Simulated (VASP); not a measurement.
A run of VASP 6.6.1:

Contents of INCAR:

```
ALGO = Normal
EDIFF = 1E-7
ENCUT = 520
GGA = PE
ISIF = 2
ISMEAR = -1
LASPH = True
LCHARG = False
LREAL = False
LWAVE = False
NBANDS = 26
NELM = 60
PREC = Accurate
SIGMA = 0.05
```

File KPOINTS:

```
k-points
0
Gamma
  10 10 6
```

The input POSCAR:

```
WC
1.0
    2.4713723570      0.0000000000      0.0000000000
   -1.2356861785      2.1402712434      0.0000000000
    0.0000000000      0.0000000000      5.1302395590
W C
2 2
Direct
    0.0000000000      0.0000000000      0.0000000000
    0.0000000000      0.0000000000      0.5000000000
    0.3333333333      0.6666666667      0.2500000000
    0.6666666667      0.3333333333      0.7500000000
```

Potentials or basis: VASP PAW PBE potentials, release 64 (W_sv, C).

Launch:

```bash
$ cat potpaw_PBE.64/W_sv/POTCAR potpaw_PBE.64/C/POTCAR > POTCAR
$ mpirun -np 1 vasp_std > vasp.out
```

Hardware: 1 thread of Intel(R) Xeon(R) 6975P-C (Granite Rapids), with other jobs on the host.

Task: Estimate the wall time of this run.

Result: Run time: 17 s on 1 thread of Intel(R) Xeon(R) 6975P-C (Granite Rapids), on a shared host, peak memory 0.15 GiB. Counts: scf iterations 14, k points 56.
